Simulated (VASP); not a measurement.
Set up this calculation in VASP 6.6.1, as the native input.

* Task: single point
* Functional: PBE
* Potentials or basis: VASP PAW PBE potentials, release 64 (Ba_sv, Ti_sv, O)
* Cutoff: 520 eV
* k mesh: 6 × 6 × 6
* Occupations: fermi-dirac, width 0.02 eV
* Spin: no spin polarisation
* Dipole correction: no
* Further INCAR settings: ALGO = Normal; EDIFF = 1e-07; NBANDS = 28

The structure of BaTiO3 lies in POSCAR:

```
BaTiO3
1.0
    3.8742736248      0.0000000000      0.0000000000
    0.0000000000      3.8742736248      0.0000000000
    0.0000000000      0.0000000000      4.0887514592
Ba Ti O
1 1 3
Direct
    0.0000000000      0.0000000000      0.0000000000
    0.5000000000      0.5000000000      0.5000000000
    0.5000000000      0.5000000000      0.0000000000
    0.5000000000      0.0000000000      0.5000000000
    0.0000000000      0.5000000000      0.5000000000
```

This cell differs from its parent crystal: epitaxial xy strain -3.0%.

These files were run (other wordings do the same):

INCAR

```
SYSTEM = BaTiO3
PREC = Accurate ; ENCUT = 520
EDIFF = 1E-7 ; ISMEAR = -1
SIGMA = 0.02 ; LREAL = .FALSE.
LASPH = .TRUE. ; NELM = 80
ALGO = Normal ; ISIF = 2
LWAVE = .FALSE. ; LCHARG = .FALSE.
GGA = PE ; NBANDS = 28
```

KPOINTS

```
Automatic mesh
0
G
  6 6 6
  0 0 0
```

Potentials or basis: VASP PAW PBE potentials, release 64 (Ba_sv, Ti_sv, O).

Launch:

```sh
$ cat potpaw_PBE.64/Ba_sv/POTCAR potpaw_PBE.64/Ti_sv/POTCAR potpaw_PBE.64/O/POTCAR > POTCAR
$ mpirun -np 1 vasp_std > vasp.out
```

It gave:

```yaml
Pressure: 13.3 GPa
Band_gap_on_the_k_mesh: 1.71 eV (least direct gap 1.87 eV)
```

Caveat: the cell differs from its parent crystal (epitaxial xy strain -3.0%); the stress differs along the axes, from 5 to 17 GPa; spin-orbit coupling is left out, which moves the levels of the heavy elements.

It took 41 s on 1 thread of AMD EPYC 9R45 96-Core Processor (Zen 5), with other jobs on the host, peak memory 0.19 GiB.
